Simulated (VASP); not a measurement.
# Bi2B3Br (P6mm) in VASP: single point with PBE

Aim: the single point of Bi2B3Br with PBE.

Everything below comes from runs of VASP 6.6.1. Logs are shortened: lines on timing, memory, paths and dates and some standing lists are left out, and cuts for length are marked.

### Step 1. The cell of the first run

It takes space group P6mm (No. 183, hexagonal). The conventional cell has a = 5.746 Å, b = 5.746 Å, c = 4.244 Å, α = 90.00°, β = 90.00°, γ = 120.00°. B (site symmetry 2mm) has 4 Bi at 2.69 to 2.70 Å and 4 B at 2.87 Å and 2 Br at 2.99 Å within 3.5 Å. Within 3.5 Å of Bi (site symmetry 3m) lie 6 B at 2.69 to 2.70 Å and 3 Bi at 3.32 Å. Br (site symmetry 6mm) has 6 B at 2.99 Å and 6 Bi at 3.56 Å within 3.9 Å.

### Step 2. Single point, PBE

Contents of INCAR:

```
PREC     = Accurate       # precision mode
ENCUT    = 520            # plane-wave cutoff, eV
EDIFF    = 1E-6           # SCF threshold, eV
ISMEAR   = 0              # smearing method
SIGMA    = 0.1            # smearing width, eV
LREAL    = F              # projectors in reciprocal space
LASPH    = T              # aspherical terms in the spheres
NELM     = 100            # most SCF steps
ALGO     = Normal         # electronic algorithm
ISIF     = 2              # what is computed and relaxed
LWAVE    = F              # write WAVECAR
LCHARG   = F              # write CHGCAR
GGA      = PE             # functional
NBANDS   = 32             # bands
```

Contents of KPOINTS:

```
regular mesh
0
Gamma
  6 6 4
```

Contents of POSCAR:

```
Bi2B3Br
1.0
    5.7458490800      0.0000000000      0.0000000000
   -2.8729245400      4.9760512700      0.0000000000
    0.0000000000      0.0000000000      4.2437784700
B Bi Br
3 2 1
Direct
    0.0000000000      0.5000000000      0.9950230700
    0.5000000000      0.0000000000      0.9950230700
    0.5000000000      0.5000000000      0.9950230700
    0.6666666700      0.3333333300      0.4961477200
    0.3333333300      0.6666666700      0.4961477200
    0.0000000000      0.0000000000      0.1926302600
```

Potentials or basis: VASP PAW PBE potentials, release 64 (B, Bi_d, Br).

The run is started by

```sh
$ cat potpaw_PBE.64/B/POTCAR potpaw_PBE.64/Bi_d/POTCAR potpaw_PBE.64/Br/POTCAR > POTCAR
$ mpirun -np 1 vasp_std > vasp.out
```

OUTCAR:

```text
PREC = Accurate
   ENCUT = 520
   EDIFF = 1E-6
   ISMEAR = 0
   LREAL = F
   LASPH = T
   NELM = 100
   ISIF = 2
   GGA = PE

 ion  position               nearest neighbor table
   1  0.000  0.500  0.995-   4 2.69   5 2.69   4 2.70   5 2.70
   2  0.500  0.000  0.995-   4 2.69   5 2.69   4 2.70   5 2.70
   3  0.500  0.500  0.995-   4 2.69   5 2.69   4 2.70   5 2.70
   4  0.667  0.333  0.496-   1 2.69   2 2.69   3 2.69   1 2.70   2 2.70   3 2.70   5 3.32   5 3.32
                             5 3.32
   5  0.333  0.667  0.496-   1 2.69   2 2.69   3 2.69   1 2.70   2 2.70   3 2.70   4 3.32   4 3.32
                             4 3.32
   6  0.000  0.000  0.193-

  LATTYP: Found a hexagonal cell.
 ALAT       =     5.7458490800
 C/A-ratio  =     0.7385816110

  Lattice vectors:

 A1 = (   5.7458490800,   0.0000000000,   0.0000000000)
 A2 = (  -2.8729245400,   4.9760512700,   0.0000000000)
 A3 = (   0.0000000000,   0.0000000000,   4.2437784700)

Analysis of symmetry for initial positions (statically):
=====================================================================
 Subroutine PRICEL returns:
 Original cell was already a primitive cell.

 Routine SETGRP: Setting up the symmetry group for a
 hexagonal supercell.

 Subroutine GETGRP returns: Found 12 space group operations
 (whereof 12 operations were pure point group operations)
 out of a pool of 24 trial point group operations.

The static configuration has the point symmetry C_6v.

Analysis of symmetry for dynamics (positions and initial velocities):
=====================================================================
 Subroutine PRICEL returns:
 Original cell was already a primitive cell.

 Routine SETGRP: Setting up the symmetry group for a
 hexagonal supercell.

 Subroutine GETGRP returns: Found 12 space group operations
 (whereof 12 operations were pure point group operations)
 out of a pool of 24 trial point group operations.

The dynamic configuration has the point symmetry C_6v.

 Subroutine INISYM returns: Found 12 space group operations
 (whereof 12 operations are pure point group operations),
 and found     1 'primitive' translations

----------------------------------------------------------------------------------------

                                     Primitive cell

  volume of cell :     121.3366

  direct lattice vectors                    reciprocal lattice vectors
     5.745849080  0.000000000  0.000000000     0.174038682  0.100481280  0.000000000
    -2.872924540  4.976051270  0.000000000     0.000000000  0.200962560  0.000000000
     0.000000000  0.000000000  4.243778470     0.000000000  0.000000000  0.235639067

  length of vectors
     5.745849080  5.745849080  4.243778470     0.200962560  0.200962560  0.235639067

  position of ions in fractional coordinates (direct lattice)
     0.000000000  0.500000000  0.995023070
     0.500000000  0.000000000  0.995023070
     0.500000000  0.500000000  0.995023070
     0.666666670  0.333333330  0.496147720
     0.333333330  0.666666670  0.496147720
     0.000000000  0.000000000  0.192630260

  ion indices of the primitive-cell ions
   primitive index   ion index
                 1           1
                 2           2
                 3           3
                 4           4
                 5           5
                 6           6

----------------------------------------------------------------------------------------

 KPOINTS: regular mesh

Automatic generation of k-mesh.
 Grid dimensions read from file:
 generate k-points for:    6    6    4

 Generating k-lattice:

  Cartesian coordinates                     Fractional coordinates (reciprocal lattice)
     0.029006447  0.016746880  0.000000000     0.166666667  0.000000000  0.000000000
     0.000000000  0.033493760  0.000000000     0.000000000  0.166666667  0.000000000
     0.000000000  0.000000000  0.058909767     0.000000000  0.000000000  0.250000000

  Length of vectors
     0.033493760  0.033493760  0.058909767

  Shift w.r.t. Gamma in fractional coordinates (k-lattice)
     0.000000000  0.000000000  0.000000000

 Subroutine IBZKPT returns following result:
 ===========================================

 Found     21 irreducible k-points:

 Following reciprocal coordinates:
            Coordinates               Weight
  0.000000  0.000000  0.000000      1.000000
  0.166667 -0.000000  0.000000      6.000000
  0.333333 -0.000000  0.000000      6.000000
  0.500000 -0.000000  0.000000      3.000000
  0.166667  0.166667  0.000000      6.000000
  0.333333  0.166667  0.000000     12.000000
[... 13 lines left out ...]
  0.333333  0.166667  0.500000     12.000000
  0.333333  0.333333  0.500000      2.000000
   k-points           NKPTS =     21   k-points in BZ     NKDIM =     21   number of bands    NBANDS=     32
   number of dos      NEDOS =    301   number of ions     NIONS =      6
   total plane-waves  NPLWV =  73728
   dimension x,y,z NGX =    48 NGY =   48 NGZ =   32
   dimension x,y,z NGXF=    96 NGYF=   96 NGZF=   64
   ions per type =               3   2   1
   NGX,Y,Z   is equivalent  to a cutoff of  13.89, 13.89, 12.54 a.u.
   NGXF,Y,Z  is equivalent  to a cutoff of  27.78, 27.78, 25.07 a.u.
 SYSTEM =  unknown system
   PREC   = accura    normal or accurate (medium, high low for compatibility)
   ISTART =      0    job   : 0-new  1-cont  2-samecut
   ICHARG =      2    charge: 1-file 2-atom 10-const
   ISPIN  =      1    spin polarized calculation?
   LNONCOLLINEAR =      F non collinear calculations
   LSORBIT =      F    spin-orbit coupling
   LASPH  =      T    aspherical Exc in radial PAW
   ENCUT  =  520.0 eV  38.22 Ry    6.18 a.u.  10.68 10.68  7.89*2*pi/ulx,y,z
   NELM   =    100;   NELMIN=  2; NELMDL= -5     # of ELM steps
   EDIFF  = 0.1E-05   stopping-criterion for ELM
   LREAL  =      F    real-space projection
   EDIFFG = 0.1E-04   stopping-criterion for IOM
   NSW    =      0    number of steps for IOM
   IBRION =     -1    ionic relax: 0-MD 1-quasi-New 2-CG
   NFREE  =      0    steps in history (QN), initial steepest desc. (CG)
   ISIF   =      2    stress and relaxation
   ISYM   =      2    0-nonsym 1-usesym 2-fastsym
   POTIM  = 0.5000    time-step for ionic-motion
   TEBEG  =    0.0;   TEEND  =   0.0 temperature during run
   PSTRESS=    0.0 pullay stress
   NELECT =      46.0000    total number of electrons
   NUPDOWN=      -1.0000    fix difference up-down
   EMIN   =  10.00;   EMAX   =-10.00  energy-range for DOS
   EFERMI =   0.00;   METHOD = LEGACY
   ISMEAR =     0;   SIGMA  =   0.10  broadening in eV -4-tet -1-fermi 0-gaus
   EFERMI_NEDOS =   21; number of points for ismear=-14 and -15
   IALGO  =     38    algorithm
   IMIX   =      4    mixing-type and parameters
     AMIX     =   0.40;   BMIX     =  1.00
     AMIX_MAG =   1.60;   BMIX_MAG =  1.00
  volume/ion in A,a.u.               =      20.22       136.47
  Fermi-wavevector in a.u.,A,eV,Ry     =   1.184850  2.239043 19.100817  1.403870
  Thomas-Fermi vector in A             =   2.321056
   LORBIT       =      0    0 simple, 1 ext, 2 COOP (PROOUT), +10 PAW based schemes
   GGA     = PE    functional components
   LHFCALC =     F    Hartree Fock is set to
   AEXX    =    0.0000 exact exchange contribution
   IVDW    =     0    specifies the selected vdW correction
   LEPSILON=     F    determine dielectric tensor
   LRPA    =     F    only Hartree local field effects (RPA)
 non-spin polarized calculation
 Gauss-broadening in eV      SIGMA  =   0.10
  energy-cutoff  :      520.00
  volume of cell :      121.34
 maximum number of plane-waves:      3304
 NGX is ok and might be reduce to    48
   NGX = 21   NGY = 21   NGZ = 15

 number of electron      46.0000001 magnetization

 Free energy of the ion-electron system (eV)
  ---------------------------------------------------
  ext. energy  EPLUGINS =         0.00000000
  ---------------------------------------------------
  free energy    TOTEN  =       -19.96948456 eV

  energy without entropy =      -19.94632676  energy(sigma->0) =      -19.95790566

 E-fermi :   5.8259     XC(G=0): -10.0211

 val. band max:        5.8196953895   @ k =   0.1667  -0.0000   0.0000
 cond. band min:       5.8470508264   @ k =   0.3333   0.1667   0.0000
 fundamental gap:      0.0273554370
 Fermi energy:         5.8259428020

 k-point     1 :       0.0000    0.0000    0.0000
  band No.  band energies     occupation
      1     -17.4438      2.00000
      2     -17.4438      2.00000
      3     -17.3681      2.00000
      4     -17.3579      2.00000
      5     -17.3579      2.00000
      6     -17.3532      2.00000
[... 24 lines left out ...]
     31       9.2181      0.00000
     32      10.4143      0.00000

 k-point     2 :       0.1667   -0.0000    0.0000
  band No.  band energies     occupation
      1     -17.4557      2.00000
      2     -17.4502      2.00000
      3     -17.3834      2.00000
      4     -17.3543      2.00000
      5     -17.3499      2.00000
      6     -17.3453      2.00000
[... 24 lines left out ...]
     31       9.2056      0.00000
     32      10.1995      0.00000

 k-point     3 :       0.3333   -0.0000    0.0000
  band No.  band energies     occupation
      1     -17.4738      2.00000
      2     -17.4629      2.00000
      3     -17.3907      2.00000
      4     -17.3564      2.00000
      5     -17.3417      2.00000
      6     -17.3259      2.00000
[... 24 lines left out ...]
     31       9.5201      0.00000
     32      10.4909      0.00000

 k-point     4 :       0.5000   -0.0000    0.0000
  band No.  band energies     occupation
      1     -17.4812      2.00000
      2     -17.4689      2.00000
      3     -17.3921      2.00000
      4     -17.3574      2.00000
      5     -17.3360      2.00000
      6     -17.3178      2.00000
[... 24 lines left out ...]
     31      10.2436      0.00000
     32      10.7533      0.00000

 k-point     5 :       0.1667    0.1667    0.0000
  band No.  band energies     occupation
      1     -17.4757      2.00000
      2     -17.4510      2.00000
      3     -17.3943      2.00000
      4     -17.3563      2.00000
      5     -17.3434      2.00000
      6     -17.3263      2.00000
[... 479 lines left out ...]
     31      10.4928      0.00000
     32      10.5516      0.00000

 k-point    19 :       0.1667    0.1667    0.5000
  band No.  band energies     occupation
      1     -17.4748      2.00000
      2     -17.4495      2.00000
      3     -17.3850      2.00000
      4     -17.3670      2.00000
      5     -17.3536      2.00000
      6     -17.3253      2.00000
[... 24 lines left out ...]
     31      10.8994      0.00000
     32      11.0771      0.00000

 k-point    20 :       0.3333    0.1667    0.5000
  band No.  band energies     occupation
      1     -17.4910      2.00000
      2     -17.4479      2.00000
      3     -17.3961      2.00000
      4     -17.3695      2.00000
      5     -17.3438      2.00000
      6     -17.3170      2.00000
[... 24 lines left out ...]
     31      10.3916      0.00000
     32      10.5199      0.00000

 k-point    21 :       0.3333    0.3333    0.5000
  band No.  band energies     occupation
      1     -17.4998      2.00000
      2     -17.4227      2.00000
      3     -17.4227      2.00000
      4     -17.3712      2.00000
      5     -17.3303      2.00000
      6     -17.3303      2.00000
[... 24 lines left out ...]
     31       9.9916      0.00000
     32      10.1449      0.00000

------------------------ aborting loop because EDIFF is reached ----------------------------------------

  FORCE on cell =-STRESS in cart. coord.  units (eV):
  Direction    XX          YY          ZZ          XY          YZ          ZX
  --------------------------------------------------------------------------------------
  -------------------------------------------------------------------------------------
  Total        2.8549956      2.8549956     -4.9068994      0.0000000      0.0000000     -0.0000000
  in kB       37.6985168     37.6985168    -64.7926843      0.0000000      0.0000000     -0.0000000
  external PRESSURE =       3.5347831 kB  Pullay stress =       0.0000000 kB

 VOLUME and BASIS-vectors are now :
 -----------------------------------------------------------------------------
  energy-cutoff  :      520.00
  volume of cell :      121.34
      direct lattice vectors                 reciprocal lattice vectors
     5.745849080  0.000000000  0.000000000     0.174038682  0.100481280  0.000000000
    -2.872924540  4.976051270  0.000000000     0.000000000  0.200962560  0.000000000
     0.000000000  0.000000000  4.243778470     0.000000000  0.000000000  0.235639067

 POSITION                                       TOTAL-FORCE (eV/Angst)
 -----------------------------------------------------------------------------------
     -1.43646      2.48803      4.22266         0.000000      0.000000      0.015454
      2.87292      0.00000      4.22266         0.000000      0.000000      0.015454
      1.43646      2.48803      4.22266         0.000000     -0.000000      0.015454
      2.87292      1.65868      2.10554        -0.000000     -0.000000      0.115501
     -0.00000      3.31737      2.10554         0.000000     -0.000000      0.115501
      0.00000      0.00000      0.81748        -0.000000      0.000000     -0.277365
 -----------------------------------------------------------------------------------
    total drift:                               -0.000000     -0.000000      0.001389

  FREE ENERGIE OF THE ION-ELECTRON SYSTEM (eV)
  ---------------------------------------------------
  free  energy   TOTEN  =       -19.9694845647 eV

  energy  without entropy=      -19.9463267580  energy(sigma->0) =      -19.95790566
```

Run time: 75 s. Hardware: 1 thread of Intel Xeon 6975P-C, shared host; peak memory 0.3 GiB.

What came out:

```
Free energy            : -19.9695 eV
Pressure               : 0.4 GPa
Largest force          : 0.277 eV/Å
Band gap on the k mesh : zero (band 23 reaches 6.40 eV, above the bottom of band 24 at 5.07 eV)
```

Forces in eV/Å, atoms in the order of the input:
```
B    0.000  0.000  0.015
B    0.000  0.000  0.015
B    0.000  0.000  0.015
Bi   0.000  0.000  0.116
Bi   0.000  0.000  0.116
Br   0.000  0.000 -0.277
```

Caveat: the k points lie up to 0.37 Å⁻¹ apart; spin-orbit coupling is left out, which moves the levels of the heavy elements.
